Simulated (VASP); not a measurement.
Here is a VASP 6.6.1 calculation.

The input INCAR:

```
SYSTEM = CaSe
PREC     = Accurate       ! precision mode
ENCUT    = 520            ! plane-wave cutoff, eV
EDIFF    = 1E-6           ! SCF threshold, eV
ISMEAR   = -1             ! smearing method
SIGMA    = 0.05           ! smearing width, eV
LREAL    = .False.        ! projectors in reciprocal space
LASPH    = .True.         ! aspherical terms in the spheres
NELM     = 60             ! most SCF steps
ALGO     = Normal         ! electronic algorithm
ISIF     = 2              ! what is computed and relaxed
LWAVE    = .False.        ! write WAVECAR
LCHARG   = .False.        ! write CHGCAR
NBANDS   = 15             ! bands
```

File KPOINTS:

```
regular mesh
0
Gamma
  8 8 8
  0 0 0
```

File POSCAR:

```
CaSe
1.0
    0.0000000000      2.9948991977      2.9948991977
    2.9948991977      0.0000000000      2.9948991977
    2.9948991977      2.9948991977      0.0000000000
Se Ca
1 1
Direct
    0.5000000000      0.5000000000      0.5000000000
    0.0000000000      0.0000000000      0.0000000000
```

Potentials or basis: VASP PAW LDA potentials, release 64 (Se, Ca_sv).

Run with:

```sh
$ cat potpaw_LDA.64/Se/POTCAR potpaw_LDA.64/Ca_sv/POTCAR > POTCAR
$ mpirun -np 1 vasp_std > vasp.out
```

Task: Predict the band gap on the k mesh.

Result: 1.95 eV, indirect (least direct gap 2.86 eV).

Task: Predict the pressure.

Result: -4.5 GPa.

 A k mesh can miss the band edges.
